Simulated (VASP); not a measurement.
# NaCl in VASP: a series of runs

NaCl is run at these levels: PBEsol; tasks: electric field gradients.

Everything below comes from runs of VASP 6.6.1. Logs are shortened: lines on timing, memory, paths and dates and some standing lists are left out, and cuts for length are marked.

### 1 The cell of the first run

Symmetry: P4/mmm, No. 123, tetragonal system. Conventional cell: a = 2.889 Å, b = 2.889 Å, c = 2.860 Å, α = 90.00°, β = 90.00°, γ = 90.00°. Within 3.3 Å of Na (site symmetry 4/mmm) lie 8 Cl at 2.49 Å and 6 Na at 2.86 to 2.89 Å. Within 3.3 Å of Cl (site symmetry 4/mmm) lie 8 Na at 2.49 Å and 6 Cl at 2.86 to 2.89 Å.

### 2 Electric field gradients, PBEsol (equal xx and yy strain of +1 %)

Contents of INCAR:

```
PREC     = Accurate       # precision mode
ENCUT    = 520            # plane-wave cutoff, eV
EDIFF    = 1E-8           # SCF threshold, eV
ISMEAR   = -1             # smearing method
SIGMA    = 0.02           # smearing width, eV
LREAL    = F              # projectors in reciprocal space
LASPH    = T              # aspherical terms in the spheres
NELM     = 100            # most SCF steps
ALGO     = Normal         # electronic algorithm
ISIF     = 2              # what is computed and relaxed
LWAVE    = F              # write WAVECAR
LCHARG   = F              # write CHGCAR
GGA      = PS             # functional
LEFG     = T            
NBANDS   = 14             # bands
```

Contents of KPOINTS:

```
Automatic mesh
0
Gamma
  8 8 8
```

Contents of POSCAR:

```
NaCl
1.0
    2.8886000000      0.0000000000      0.0000000000
    0.0000000000      2.8886000000      0.0000000000
    0.0000000000      0.0000000000      2.8600000000
Na Cl
1 1
Direct
    0.0000000000      0.0000000000      0.0000000000
    0.5000000000      0.5000000000      0.5000000000
```

Potentials or basis: VASP PAW PBE potentials, release 64 (Na_pv, Cl).

On the command line:

```console
cat potpaw_PBE.64/Na_pv/POTCAR potpaw_PBE.64/Cl/POTCAR > POTCAR
mpirun -np 1 vasp_std > vasp.out
```

OUTCAR:

```text
PREC = Accurate
   ENCUT = 520
   EDIFF = 1E-8
   ISMEAR = -1
   LREAL = F
   LASPH = T
   NELM = 100
   ISIF = 2
   GGA = PS

 ion  position               nearest neighbor table
   1  0.000  0.000  0.000-   2 2.49   2 2.49   2 2.49   2 2.49   2 2.49   2 2.49   2 2.49   2 2.49

   2  0.500  0.500  0.500-   1 2.49   1 2.49   1 2.49   1 2.49   1 2.49   1 2.49   1 2.49   1 2.49

  LATTYP: Found a simple tetragonal cell.
 ALAT       =     2.8886000000
 C/A-ratio  =     0.9900990099

  Lattice vectors:

 A1 = (   2.8886000000,   0.0000000000,   0.0000000000)
 A2 = (   0.0000000000,   2.8886000000,   0.0000000000)
 A3 = (   0.0000000000,   0.0000000000,   2.8600000000)

Analysis of symmetry for initial positions (statically):
=====================================================================
 Subroutine PRICEL returns:
 Original cell was already a primitive cell.

 Routine SETGRP: Setting up the symmetry group for a
 simple tetragonal supercell.

 Subroutine GETGRP returns: Found 16 space group operations
 (whereof 16 operations were pure point group operations)
 out of a pool of 16 trial point group operations.

The static configuration has the point symmetry D_4h.

Analysis of symmetry for dynamics (positions and initial velocities):
=====================================================================
 Subroutine PRICEL returns:
 Original cell was already a primitive cell.

 Routine SETGRP: Setting up the symmetry group for a
 simple tetragonal supercell.

 Subroutine GETGRP returns: Found 16 space group operations
 (whereof 16 operations were pure point group operations)
 out of a pool of 16 trial point group operations.

The dynamic configuration has the point symmetry D_4h.

 Subroutine INISYM returns: Found 16 space group operations
 (whereof 16 operations are pure point group operations),
 and found     1 'primitive' translations

----------------------------------------------------------------------------------------

                                     Primitive cell

  volume of cell :      23.8639

  direct lattice vectors                    reciprocal lattice vectors
     2.888600000  0.000000000  0.000000000     0.346188465  0.000000000  0.000000000
     0.000000000  2.888600000  0.000000000     0.000000000  0.346188465  0.000000000
     0.000000000  0.000000000  2.860000000     0.000000000  0.000000000  0.349650350

  length of vectors
     2.888600000  2.888600000  2.860000000     0.346188465  0.346188465  0.349650350

  position of ions in fractional coordinates (direct lattice)
     0.000000000  0.000000000  0.000000000
     0.500000000  0.500000000  0.500000000

  ion indices of the primitive-cell ions
   primitive index   ion index
                 1           1
                 2           2

----------------------------------------------------------------------------------------

 KPOINTS: Automatic mesh

Automatic generation of k-mesh.
 Grid dimensions read from file:
 generate k-points for:    8    8    8

 Generating k-lattice:

  Cartesian coordinates                     Fractional coordinates (reciprocal lattice)
     0.043273558  0.000000000  0.000000000     0.125000000  0.000000000  0.000000000
     0.000000000  0.043273558  0.000000000     0.000000000  0.125000000  0.000000000
     0.000000000  0.000000000  0.043706294     0.000000000  0.000000000  0.125000000

  Length of vectors
     0.043273558  0.043273558  0.043706294

  Shift w.r.t. Gamma in fractional coordinates (k-lattice)
     0.000000000  0.000000000  0.000000000

 Subroutine IBZKPT returns following result:
 ===========================================

 Found     75 irreducible k-points:

 Following reciprocal coordinates:
            Coordinates               Weight
  0.000000  0.000000  0.000000      1.000000
  0.125000  0.000000  0.000000      4.000000
  0.250000  0.000000  0.000000      4.000000
  0.375000  0.000000  0.000000      4.000000
  0.500000  0.000000  0.000000      2.000000
  0.125000  0.125000  0.000000      4.000000
[... 16 lines left out ...]
  0.375000  0.125000  0.125000     16.000000
  0.500000  0.125000  0.125000      8.000000
 [... further k-points ...]
   k-points           NKPTS =     75   k-points in BZ     NKDIM =     75   number of bands    NBANDS=     14
   number of dos      NEDOS =    301   number of ions     NIONS =      2
   total plane-waves  NPLWV =  13824
   dimension x,y,z NGX =    24 NGY =   24 NGZ =   24
   dimension x,y,z NGXF=    48 NGYF=   48 NGZF=   48
   ions per type =               1   1
   NGX,Y,Z   is equivalent  to a cutoff of  13.81, 13.81, 13.95 a.u.
   NGXF,Y,Z  is equivalent  to a cutoff of  27.63, 27.63, 27.90 a.u.
 SYSTEM =  unknown system
   PREC   = accura    normal or accurate (medium, high low for compatibility)
   ISTART =      0    job   : 0-new  1-cont  2-samecut
   ICHARG =      2    charge: 1-file 2-atom 10-const
   ISPIN  =      1    spin polarized calculation?
   LNONCOLLINEAR =      F non collinear calculations
   LSORBIT =      F    spin-orbit coupling
   LASPH  =      T    aspherical Exc in radial PAW
   ENCUT  =  520.0 eV  38.22 Ry    6.18 a.u.   5.37  5.37  5.32*2*pi/ulx,y,z
   NELM   =    100;   NELMIN=  2; NELMDL= -5     # of ELM steps
   EDIFF  = 0.1E-07   stopping-criterion for ELM
   LREAL  =      F    real-space projection
   EDIFFG = 0.1E-06   stopping-criterion for IOM
   NSW    =      0    number of steps for IOM
   IBRION =     -1    ionic relax: 0-MD 1-quasi-New 2-CG
   NFREE  =      0    steps in history (QN), initial steepest desc. (CG)
   ISIF   =      2    stress and relaxation
   ISYM   =      2    0-nonsym 1-usesym 2-fastsym
   POTIM  = 0.5000    time-step for ionic-motion
   TEBEG  =    0.0;   TEEND  =   0.0 temperature during run
   PSTRESS=    0.0 pullay stress
   NELECT =      14.0000    total number of electrons
   NUPDOWN=      -1.0000    fix difference up-down
   EMIN   =  10.00;   EMAX   =-10.00  energy-range for DOS
   EFERMI =   0.00;   METHOD = LEGACY
   ISMEAR =    -1;   SIGMA  =   0.02  broadening in eV -4-tet -1-fermi 0-gaus
   EFERMI_NEDOS =   21; number of points for ismear=-14 and -15
   IALGO  =     38    algorithm
   IMIX   =      4    mixing-type and parameters
     AMIX     =   0.40;   BMIX     =  1.00
     AMIX_MAG =   1.60;   BMIX_MAG =  1.00
  volume/ion in A,a.u.               =      11.93        80.52
  Fermi-wavevector in a.u.,A,eV,Ry     =   1.370473  2.589819 25.554420  1.878197
  Thomas-Fermi vector in A             =   2.496256
   LORBIT       =      0    0 simple, 1 ext, 2 COOP (PROOUT), +10 PAW based schemes
   GGA     = PS    functional components
   LHFCALC =     F    Hartree Fock is set to
   AEXX    =    0.0000 exact exchange contribution
   IVDW    =     0    specifies the selected vdW correction
   LEPSILON=     F    determine dielectric tensor
   LRPA    =     F    only Hartree local field effects (RPA)
 non-spin polarized calculation
  energy-cutoff  :      520.00
  volume of cell :       23.86
 maximum number of plane-waves:       657
 NGX is ok and might be reduce to    24
   NGX = 11   NGY = 11   NGZ = 11

 number of electron      14.0000001 magnetization

 Free energy of the ion-electron system (eV)
  ---------------------------------------------------
  ext. energy  EPLUGINS =         0.00000000
  ---------------------------------------------------
  free energy    TOTEN  =        -4.94824878 eV

  energy without entropy =       -4.94824878  energy(sigma->0) =       -4.94824878

 E-fermi :   6.9609     XC(G=0): -11.4550

 val. band max:        6.5533396328   @ k =   0.5000   0.5000   0.0000
 cond. band min:      10.7447942696   @ k =   0.5000   0.5000   0.0000
 fundamental gap:      4.1914546368
 Fermi energy:         6.9609065943

 k-point     1 :       0.0000    0.0000    0.0000
  band No.  band energies     occupation
      1     -16.0396      2.00000
      2     -16.0396      2.00000
      3     -16.0324      2.00000
      4     -10.3597      2.00000
      5       5.1697      2.00000
      6       5.1697      2.00000
      7       5.3452      2.00000
      8      13.0167      0.00000
      9      13.1079      0.00000
     10      13.5281      0.00000
     11      24.1067      0.00000
     12      24.3309      0.00000
     13      24.3309      0.00000
     14      28.4365      0.00000

 k-point     2 :       0.1250    0.0000    0.0000
  band No.  band energies     occupation
      1     -16.1057      2.00000
      2     -16.0345      2.00000
      3     -16.0275      2.00000
      4     -10.1601      2.00000
      5       4.0233      2.00000
      6       5.2316      2.00000
      7       5.4073      2.00000
      8      13.3126      0.00000
      9      13.6339      0.00000
     10      14.7105      0.00000
     11      22.8351      0.00000
     12      23.0742      0.00000
     13      24.5035      0.00000
     14      27.1485      0.00000

 k-point     3 :       0.2500    0.0000    0.0000
  band No.  band energies     occupation
      1     -16.2570      2.00000
      2     -16.0222      2.00000
      3     -16.0156      2.00000
      4      -9.6420      2.00000
      5       1.9762      2.00000
      6       5.3882      2.00000
      7       5.5644      2.00000
      8      14.0085      0.00000
      9      14.3010      0.00000
     10      17.6442      0.00000
     11      20.9075      0.00000
     12      21.1571      0.00000
     13      23.9270      0.00000
     14      24.9701      0.00000
[... 324 lines left out ...]
 k-point    23 :       0.3750    0.1250    0.1250
  band No.  band energies     occupation
      1     -16.3567      2.00000
      2     -16.0545      2.00000
      3     -16.0390      2.00000
      4      -8.8207      2.00000
      5       0.6449      2.00000
      6       4.7181      2.00000
      7       4.8700      2.00000
      8      16.0907      0.00000
      9      16.2901      0.00000
     10      17.0715      0.00000
     11      17.7896      0.00000
     12      22.1511      0.00000
     13      22.3002      0.00000
     14      24.7225      0.00000

 k-point    24 :       0.5000    0.1250    0.1250
  band No.  band energies     occupation
      1     -16.4065      2.00000
      2     -16.0468      2.00000
      3     -16.0332      2.00000
      4      -8.5749      2.00000
      5       0.0212      2.00000
      6       4.8209      2.00000
      7       5.0023      2.00000
      8      16.2043      0.00000
      9      16.4713      0.00000
     10      16.8716      0.00000
     11      17.3445      0.00000
     12      22.2685      0.00000
     13      22.9849      0.00000
     14      23.9247      0.00000

 [... further k-points ...]

------------------------ aborting loop because EDIFF is reached ----------------------------------------

  FORCE on cell =-STRESS in cart. coord.  units (eV):
  Direction    XX          YY          ZZ          XY          YZ          ZX
  --------------------------------------------------------------------------------------
  -------------------------------------------------------------------------------------
  Total        8.1180528      8.1180528      8.4850002      0.0000000      0.0000000      0.0000000
  in kB      545.0315020    545.0315020    569.6676984      0.0000000      0.0000000      0.0000000
  external PRESSURE =     553.2435674 kB  Pullay stress =       0.0000000 kB

 VOLUME and BASIS-vectors are now :
 -----------------------------------------------------------------------------
  energy-cutoff  :      520.00
  volume of cell :       23.86
      direct lattice vectors                 reciprocal lattice vectors
     2.888600000  0.000000000  0.000000000     0.346188465  0.000000000  0.000000000
     0.000000000  2.888600000  0.000000000     0.000000000  0.346188465  0.000000000
     0.000000000  0.000000000  2.860000000     0.000000000  0.000000000  0.349650350

 POSITION                                       TOTAL-FORCE (eV/Angst)
 -----------------------------------------------------------------------------------
      0.00000      0.00000      0.00000         0.000000      0.000000      0.000000
      1.44430      1.44430      1.43000         0.000000      0.000000      0.000000
 -----------------------------------------------------------------------------------
    total drift:                                0.000000     -0.000000     -0.000000

  FREE ENERGIE OF THE ION-ELECTRON SYSTEM (eV)
  ---------------------------------------------------
  free  energy   TOTEN  =        -4.9482487790 eV

  energy  without entropy=       -4.9482487790  energy(sigma->0) =       -4.94824878

 Electric field gradients (V/A^2)
---------------------------------------------------------------------
 ion       V_xx      V_yy      V_zz      V_xy      V_xz      V_yz
---------------------------------------------------------------------
   1      -0.316    -0.316     0.632     0.000     0.000     0.000
   2       2.772     2.772    -5.544     0.000     0.000    -0.000
---------------------------------------------------------------------

 Electric field gradients after diagonalization (V/A^2)
 (convention: |V_zz| > |V_xx| > |V_yy|)
----------------------------------------------------------------------
 ion       V_xx      V_yy      V_zz     asymmetry (V_yy - V_xx)/ V_zz
----------------------------------------------------------------------
   1      -0.316    -0.316     0.632       0.000
   2       2.772     2.772    -5.544       0.000
----------------------------------------------------------------------

           NMR quadrupolar parameters

 Cq : quadrupolar parameter    Cq=e*Q*V_zz/h
 eta: asymmetry parameters     (V_yy - V_xx)/ V_zz
 Q  : nuclear electric quadrupole moment in mb (millibarn)
----------------------------------------------------------------------
 ion       Cq(MHz)       eta       Q (mb)
----------------------------------------------------------------------
   1       0.002       0.000       1.000
   2      -0.013       0.000       1.000
----------------------------------------------------------------------
```

It took 30 s on 1 thread of Intel Xeon 8259CL, shared host; peak memory 0.15 GiB.

Results:

* Free energy: -4.9482 eV
* Pressure: 55.3 GPa
* Band gap on the k mesh: 4.19 eV
* Largest electric field gradient by atom: Na +0.6; Cl -5.5 V/Å²

Stress tensor (GPa, compression positive):
```
54.50  0.00  0.00
 0.00 54.50  0.00
 0.00  0.00 56.97
```

Electric field gradients, principal values (V/Å²):
| atom | least | middle | greatest (by size) |
| --- | --- | --- | --- |
| 1 Na | -0.316 | -0.316 | 0.632 |
| 2 Cl | 2.772 | 2.772 | -5.544 |

Caveat: the cell differs from its parent crystal (equal xx and yy strain of +1 %); the cell stands under pressure; without QUAD_EFG the Cq values of the log hold for a quadrupole moment of 1 mb, not for the nuclei; the PAW data sets were made with another functional, which shifts forces and pressure a little.

(Part 1 of 2 ends here.)
